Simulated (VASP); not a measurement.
# CdO (Fm-3m) in VASP: a series of runs

CdO is run at these levels: PBE; tasks: single point.

All numbers are computed with VASP 6.6.1; they aren't measurements. Logs are shortened: lines on timing, memory, paths and dates and some standing lists are left out, and cuts for length are marked.

## 1. The cell of the first run

The structure is cubic, space group Fm-3m (No. 225). The conventional cell has a = 4.696 Å, b = 4.696 Å, c = 4.696 Å, α = 90.00°, β = 90.00°, γ = 90.00°. Cd (site symmetry m-3m) has 6 O at 2.35 Å within 3.1 Å. Within 3.1 Å of O (site symmetry m-3m) lie 6 Cd at 2.35 Å.

## 2. Single point, PBE

Input file INCAR:

```
SYSTEM = CdO
ALGO     = Normal         ! electronic algorithm
EDIFF    = 1E-6           ! SCF threshold, eV
ENCUT    = 700            ! plane-wave cutoff, eV
GGA      = PE             ! functional
GGA_COMPAT= .False.      
ISIF     = 2              ! what is computed and relaxed
ISMEAR   = 0              ! smearing method
LASPH    = .True.         ! aspherical terms in the spheres
LCHARG   = .True.         ! write CHGCAR
LELF     = .True.         ! ELF
LREAL    = .False.        ! projectors in reciprocal space
LVHAR    = .True.       
LWAVE    = .False.        ! write WAVECAR
NBANDS   = 20             ! bands
NELM     = 120            ! most SCF steps
PREC     = Accurate       ! precision mode
SIGMA    = 0.1            ! smearing width, eV
```

Input file KPOINTS:

```
k-points
0
Gamma
  6 6 6
  0 0 0
```

Input file POSCAR:

```
CdO
1.0
    0.0000000000      2.3481500000      2.3481500000
    2.3481500000      0.0000000000      2.3481500000
    2.3481500000      2.3481500000      0.0000000000
Cd O
1 1
Direct
    0.0000000000      0.0000000000      0.0000000000
    0.5000000000      0.5000000000      0.5000000000
```

Potentials or basis: VASP PAW PBE potentials, release 64 (Cd_sv_GW, O).

Run with:

```bash
$ cat potpaw_PBE.64/Cd_sv_GW/POTCAR potpaw_PBE.64/O/POTCAR > POTCAR
$ mpirun -np 1 vasp_std > vasp.out
```

OUTCAR:

```text
SYSTEM = CdO
   EDIFF = 1E-6
   ENCUT = 700
   GGA = PE
   ISIF = 2
   ISMEAR = 0
   LASPH = .True.
   LREAL = .False.
   NELM = 120
   PREC = Accurate

 ion  position               nearest neighbor table
   1  0.000  0.000  0.000-
   2  0.500  0.500  0.500-

  LATTYP: Found a face centered cubic cell.
 ALAT       =     4.6963000000

  Lattice vectors:

 A1 = (   0.0000000000,   2.3481500000,   2.3481500000)
 A2 = (   2.3481500000,   0.0000000000,   2.3481500000)
 A3 = (   2.3481500000,   2.3481500000,   0.0000000000)

Analysis of symmetry for initial positions (statically):
=====================================================================
 Subroutine PRICEL returns:
 Original cell was already a primitive cell.

 Routine SETGRP: Setting up the symmetry group for a
 face centered cubic supercell.

 Subroutine GETGRP returns: Found 48 space group operations
 (whereof 48 operations were pure point group operations)
 out of a pool of 48 trial point group operations.

The static configuration has the point symmetry O_h .

Analysis of symmetry for dynamics (positions and initial velocities):
=====================================================================
 Subroutine PRICEL returns:
 Original cell was already a primitive cell.

 Routine SETGRP: Setting up the symmetry group for a
 face centered cubic supercell.

 Subroutine GETGRP returns: Found 48 space group operations
 (whereof 48 operations were pure point group operations)
 out of a pool of 48 trial point group operations.

The dynamic configuration has the point symmetry O_h .

 Subroutine INISYM returns: Found 48 space group operations
 (whereof 48 operations are pure point group operations),
 and found     1 'primitive' translations

----------------------------------------------------------------------------------------

                                     Primitive cell

  volume of cell :      25.8945

  direct lattice vectors                    reciprocal lattice vectors
     0.000000000  2.348150000  2.348150000    -0.212933586  0.212933586  0.212933586
     2.348150000  0.000000000  2.348150000     0.212933586 -0.212933586  0.212933586
     2.348150000  2.348150000  0.000000000     0.212933586  0.212933586 -0.212933586

  length of vectors
     3.320785576  3.320785576  3.320785576     0.368811790  0.368811790  0.368811790
[... 66 lines left out ...]
   ISPIN  =      1    spin polarized calculation?
   LNONCOLLINEAR =      F non collinear calculations
   LSORBIT =      F    spin-orbit coupling
   LASPH  =      T    aspherical Exc in radial PAW
   ENCUT  =  700.0 eV  51.45 Ry    7.17 a.u.   7.16  7.16  7.16*2*pi/ulx,y,z
   NELM   =    120;   NELMIN=  2; NELMDL= -5     # of ELM steps
   EDIFF  = 0.1E-05   stopping-criterion for ELM
   LREAL  =      F    real-space projection
   EDIFFG = 0.1E-04   stopping-criterion for IOM
   NSW    =      0    number of steps for IOM
   IBRION =     -1    ionic relax: 0-MD 1-quasi-New 2-CG
   NFREE  =      0    steps in history (QN), initial steepest desc. (CG)
   ISIF   =      2    stress and relaxation
   ISYM   =      2    0-nonsym 1-usesym 2-fastsym
   POTIM  = 0.5000    time-step for ionic-motion
   TEBEG  =    0.0;   TEEND  =   0.0 temperature during run
   PSTRESS=    0.0 pullay stress
   NELECT =      26.0000    total number of electrons
   NUPDOWN=      -1.0000    fix difference up-down
   EMIN   =  10.00;   EMAX   =-10.00  energy-range for DOS
   EFERMI =   0.00;   METHOD = LEGACY
   ISMEAR =     0;   SIGMA  =   0.10  broadening in eV -4-tet -1-fermi 0-gaus
   EFERMI_NEDOS =   21; number of points for ismear=-14 and -15
   IALGO  =     38    algorithm
   IMIX   =      4    mixing-type and parameters
     AMIX     =   0.40;   BMIX     =  1.00
     AMIX_MAG =   1.60;   BMIX_MAG =  1.00
  volume/ion in A,a.u.               =      12.95        87.37
  Fermi-wavevector in a.u.,A,eV,Ry     =   1.639319  3.097864 36.563840  2.687366
  Thomas-Fermi vector in A             =   2.730144
   LORBIT       =      0    0 simple, 1 ext, 2 COOP (PROOUT), +10 PAW based schemes
   GGA     = PE    functional components
   LHFCALC =     F    Hartree Fock is set to
   AEXX    =    0.0000 exact exchange contribution
   IVDW    =     0    specifies the selected vdW correction
   LEPSILON=     F    determine dielectric tensor
   LRPA    =     F    only Hartree local field effects (RPA)
 non-spin polarized calculation
 Gauss-broadening in eV      SIGMA  =   0.10
  energy-cutoff  :      700.00
  volume of cell :       25.89
 maximum number of plane-waves:      1113
 NGX is ok and might be reduce to    30
   NGX = 15   NGY = 15   NGZ = 15

 number of electron      25.9999996 magnetization

 Free energy of the ion-electron system (eV)
  ---------------------------------------------------
  ext. energy  EPLUGINS =         0.00000000
  ---------------------------------------------------
  free energy    TOTEN  =        -7.81121206 eV

  energy without entropy =       -7.80995846  energy(sigma->0) =       -7.81058526

 E-fermi :   5.0943     XC(G=0): -11.9243

 val. band max:        5.0051808320   @ k =   0.5000   0.0000   0.0000
 cond. band min:       6.5385430021   @ k =   0.1667   0.0000   0.0000
 fundamental gap:      1.5333621701
 Fermi energy:         5.0943078949

 k-point     1 :       0.0000    0.0000    0.0000
  band No.  band energies     occupation
      1     -95.4390      2.00000
      2     -56.5184      2.00000
      3     -56.5184      2.00000
      4     -56.5184      2.00000
      5     -12.3661      2.00000
      6      -1.7009      2.00000
[... 357 lines left out ...]
     19      25.7728      0.00000
     20      29.3043      0.00000

------------------------ aborting loop because EDIFF is reached ----------------------------------------

  FORCE on cell =-STRESS in cart. coord.  units (eV):
  Direction    XX          YY          ZZ          XY          YZ          ZX
  --------------------------------------------------------------------------------------
  -------------------------------------------------------------------------------------
  Total        1.0000400      1.0000400      1.0000400      0.0000000      0.0000000      0.0000000
  in kB       61.8757456     61.8757456     61.8757456      0.0000000      0.0000000      0.0000000
  external PRESSURE =      61.8757456 kB  Pullay stress =       0.0000000 kB

 VOLUME and BASIS-vectors are now :
 -----------------------------------------------------------------------------
  energy-cutoff  :      700.00
  volume of cell :       25.89
      direct lattice vectors                 reciprocal lattice vectors
     0.000000000  2.348150000  2.348150000    -0.212933586  0.212933586  0.212933586
     2.348150000  0.000000000  2.348150000     0.212933586 -0.212933586  0.212933586
     2.348150000  2.348150000  0.000000000     0.212933586  0.212933586 -0.212933586

 POSITION                                       TOTAL-FORCE (eV/Angst)
 -----------------------------------------------------------------------------------
      0.00000      0.00000      0.00000         0.000000     -0.000000      0.000000
      2.34815      2.34815      2.34815        -0.000000      0.000000     -0.000000
 -----------------------------------------------------------------------------------
    total drift:                               -0.000000      0.000000      0.000000

  FREE ENERGIE OF THE ION-ELECTRON SYSTEM (eV)
  ---------------------------------------------------
  free  energy   TOTEN  =        -7.8112120550 eV

  energy  without entropy=       -7.8099584596  energy(sigma->0) =       -7.81058526
```

OSZICAR:

```text
N       E                     dE             d eps       ncg     rms          rms(c)
DAV:   1     0.525773176259E+03    0.52577E+03   -0.18300E+04   652   0.234E+03
DAV:   2     0.354334997076E+02   -0.49034E+03   -0.46041E+03   640   0.690E+02
DAV:   3    -0.831255999652E+01   -0.43746E+02   -0.43203E+02   940   0.248E+02
DAV:   4    -0.955258746219E+01   -0.12400E+01   -0.12389E+01   848   0.398E+01
DAV:   5    -0.960970932518E+01   -0.57122E-01   -0.57120E-01   912   0.879E+00    0.150E+01
DAV:   6    -0.785935686493E+01    0.17504E+01   -0.87942E+00   984   0.491E+01    0.160E+01
DAV:   7    -0.783182453515E+01    0.27532E-01   -0.86046E-01   980   0.110E+01    0.981E+00
DAV:   8    -0.782046910650E+01    0.11355E-01   -0.18442E-01   860   0.551E+00    0.854E-01
DAV:   9    -0.781109961432E+01    0.93695E-02   -0.47249E-02   928   0.253E+00    0.141E-01
DAV:  10    -0.781120683206E+01   -0.10722E-03   -0.20882E-03   760   0.457E-01    0.625E-02
DAV:  11    -0.781121131048E+01   -0.44784E-05   -0.12238E-04   936   0.102E-01    0.140E-02
DAV:  12    -0.781121205502E+01   -0.74454E-06   -0.73405E-06   884   0.286E-02
   1 F= -.78112121E+01 E0= -.78105853E+01  d E =-.125360E-02
```

Run time: 14 s. Hardware: 1 thread of AMD EPYC 7R13 (Zen 3), shared host; peak memory 0.15 GiB.

Results:

| Quantity | Value |
| --- | --- |
| Free energy | -7.8112 eV |
| Pressure | 6.2 GPa |
| Band gap on the k mesh | zero (bands 13 and 14 overlap by 0.40 eV) |

Caveat: the k points lie up to 0.39 Å⁻¹ apart; semilocal functionals underestimate gaps, and a narrow one can read as zero.

## 3. Single point, PBE (strained)

Input file INCAR:

```
SYSTEM = CdO
PREC = Accurate
ENCUT = 700
EDIFF = 1E-6
ISMEAR = 0
SIGMA = 0.1
LREAL = .False.
LASPH = .True.
NELM = 120
ALGO = Normal
ISIF = 2
LWAVE = .False.
LCHARG = .False.
GGA = PE
NBANDS = 20
GGA_COMPAT = .False.
```

Input file KPOINTS:

```
Automatic mesh
0
Gamma
  16 16 16
  0 0 0
```

Input file POSCAR:

```
CdO
1.0
    0.0000000000      2.3791220985      2.3791220985
    2.3791220985      0.0000000000      2.3791220985
    2.3791220985      2.3791220985      0.0000000000
Cd O
1 1
Direct
    0.0000000000      0.0000000000      0.0000000000
    0.5000000000      0.5000000000      0.5000000000
```

Potentials or basis: VASP PAW PBE potentials, release 64 (Cd_sv_GW, O).

Run with:

```bash
$ cat potpaw_PBE.64/Cd_sv_GW/POTCAR potpaw_PBE.64/O/POTCAR > POTCAR
$ mpirun -np 1 vasp_std > vasp.out
```

Run time: 2.8 min. Hardware: 1 thread of Intel Xeon Platinum 8175M at 2.50GHz (Skylake/Cascade Lake), shared host; peak memory 0.29 GiB.

Results (log left out):

- Free energy: -7.8334 eV
- Pressure: 0.6 GPa
- Band gap on the k mesh: zero (bands 13 and 14 overlap by 0.48 eV)

Levels at points of the mesh, in eV from the Fermi level:
```
           k point  band 9  band 10  band 11  band 12  band 13  band 14  band 15  band 16  band 17  band 18
(0.00, 0.00, 0.00)   -6.45    -6.45    -1.31    -1.31    -1.31    -0.57    14.41    16.69    16.69    16.69
(0.50, 0.00, 0.00)   -6.22    -6.22    -3.80    -0.09    -0.09     4.34     6.98    11.62    11.62    17.30
(0.50, 0.50, 0.00)   -6.10    -5.83    -4.14    -2.22    -2.22     3.66     8.28    11.01    12.92    12.92
```

Caveat: the cell differs from its parent crystal (strained); semilocal functionals underestimate gaps, and a narrow one can read as zero.

## 4. Single point, PBE (strained)

Input file INCAR:

```
SYSTEM = CdO
PREC = Accurate ; ENCUT = 700
EDIFF = 1E-6 ; ISMEAR = 0
SIGMA = 0.1 ; LREAL = .False.
LASPH = .True. ; NELM = 120
ALGO = Normal ; ISIF = 2
LWAVE = .False. ; LCHARG = .False.
GGA = PE ; NBANDS = 20
GGA_COMPAT = .False.
```

KPOINTS is that of step 3.

Input file POSCAR:

```
CdO
1.0
    0.0000000000      2.2548580005      2.2548580005
    2.2548580005      0.0000000000      2.2548580005
    2.2548580005      2.2548580005      0.0000000000
Cd O
1 1
Direct
    0.0000000000      0.0000000000      0.0000000000
    0.5000000000      0.5000000000      0.5000000000
```

Run with:

```bash
$ cat potpaw_PBE.64/Cd_sv_GW/POTCAR potpaw_PBE.64/O/POTCAR > POTCAR
$ mpirun -np 1 vasp_std > vasp.out
```

Wall time 92 s (1 thread of Intel Xeon Platinum 8259CL at 2.50GHz (Skylake/Cascade Lake), shared host); peak memory 0.26 GiB.

The run converged. Its results:

* Free energy: -7.4842 eV
* Pressure: 31.1 GPa
* Band gap on the k mesh: zero (bands 13 and 14 overlap by 0.16 eV)

Levels at points of the mesh, in eV from the Fermi level:
| k point | band 10 | band 11 | band 12 | band 13 | band 14 | band 15 | band 16 | band 17 |
| --- | --- | --- | --- | --- | --- | --- | --- | --- |
| (0.00, 0.00, 0.00) | -6.76 | -2.04 | -2.04 | -2.04 | -0.28 | 14.37 | 17.77 | 17.77 |
| (0.50, 0.00, 0.00) | -6.42 | -4.23 | -0.12 | -0.12 | 4.32 | 8.08 | 12.31 | 12.31 |
| (0.50, 0.50, 0.00) | -5.72 | -5.42 | -3.14 | -3.14 | 4.31 | 8.88 | 11.56 | 14.23 |

Caveat: the cell differs from its parent crystal (strained); the cell stands under pressure; semilocal functionals underestimate gaps, and a narrow one can read as zero.

## 5. Summary

| cell | k mesh | gap on the mesh (eV) | pressure (GPa) |
| --- | --- | --- | --- |
| a = 3.321 Å, angles 60.0°, 2 atoms | 6 × 6 × 6 | none | 6.2 |
| a = 3.365 Å, angles 60.0°, 2 atoms | 16 × 16 × 16 | none | 0.6 |
| a = 3.189 Å, angles 60.0°, 2 atoms | 16 × 16 × 16 | none | 31.1 |

Alike in all rows: task single point; level PBE; potentials or basis VASP PAW PBE potentials, release 64 (Cd_sv_GW, O); no spin polarisation; cutoff (eV) 700; smearing gaussian 0.1 eV.

Caveats: some runs use coarse meshes; semilocal functionals underestimate gaps, and a narrow one can read as zero; the cell stands under pressure (at least some runs).

Total energies depend on the potentials used, so only differences within one code and one set of settings carry meaning.

The gap in the log of VASP goes by the Fermi energy; the results here count the filled bands.